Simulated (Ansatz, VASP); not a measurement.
PbF2: VASP beside Ansatz

Contents of INCAR:

```
SYSTEM = PbF2
PREC = Accurate ; ENCUT = 520
EDIFF = 1E-7 ; ISMEAR = 0
SIGMA = 0.01 ; LREAL = .False.
LASPH = .True. ; NELM = 100
ALGO = Normal ; ISIF = 2
LWAVE = .False. ; LCHARG = .True.
GGA = PE ; LELF = .True.
LVHAR = .True. ; NBANDS = 37
```

Contents of KPOINTS:

```
regular mesh
0
Gamma
  1 1 1
  0 0 0
```

File POSCAR:

```
PbF2
1.0
   11.6600000000      0.0000000000      0.0000000000
    0.0000000000     11.2500000000      0.0000000000
    0.0000000000      0.0000000000     12.6100000000
Pb F
2 4
Direct
    0.4998482000      0.4180417800      0.6429746200
    0.4998482000      0.4180417800      0.3568596400
    0.6137615800      0.4000000000      0.4999167300
    0.3859348200      0.4000000000      0.4999167300
    0.4998482000      0.6000675600      0.6362704200
    0.4998482000      0.6000675600      0.3635638400
```

Input for Ansatz:

```yaml
crystal:
  lattice:
    - [11.66, 0.0, 0.0]
    - [0.0, 11.25, 0.0]
    - [0.0, 0.0, 12.61]
  atoms:
    - { symbol: Pb, position: [0.4998482, 0.41804178, 0.64297462] }
    - { symbol: Pb, position: [0.4998482, 0.41804178, 0.35685964] }
    - { symbol: F, position: [0.61376158, 0.4, 0.49991673] }
    - { symbol: F, position: [0.38593482, 0.4, 0.49991673] }
    - { symbol: F, position: [0.4998482, 0.60006756, 0.63627042] }
    - { symbol: F, position: [0.4998482, 0.60006756, 0.36356384] }
basis:
  ecutwfc: 420
  ecutrho_ratio: 4
kpoints:
  mp_grid: { grid: [1, 1, 1] }
hamiltonian:
  xc: pbe
scf:
  occupations: { method: gaussian, width: 0.01 }
output:
  forces: true
  eigenvalues: true
  populations: true
```

Alike in both runs: task single point; functional PBE; k mesh 1 × 1 × 1; occupations gaussian, width 0.01 eV; no spin polarisation.

```csv
,VASP,Ansatz
version,VASP 6.6.1,Ansatz 0.2.0
potentials or method,"VASP PAW PBE potentials, release 64 (Pb_d, F), cutoff 520 eV","scalar-relativistic, plane waves, PAW"
valence electrons in the cell,56,56
```

|  | VASP | Ansatz | Ansatz less VASP |
| --- | --- | --- | --- |
| gap on the k mesh at the Fermi level (eV) | 4.61 | 4.63 | +0.015 |
| rms of the force components (eV/Å) | 0.214 | 0.172 | -0.0412 |

Atom by atom the forces differ by 0.047 eV/Å (rms over components). Ansatz's warnings: structure snapped to symmetry.

Neither program's run includes spin-orbit coupling.
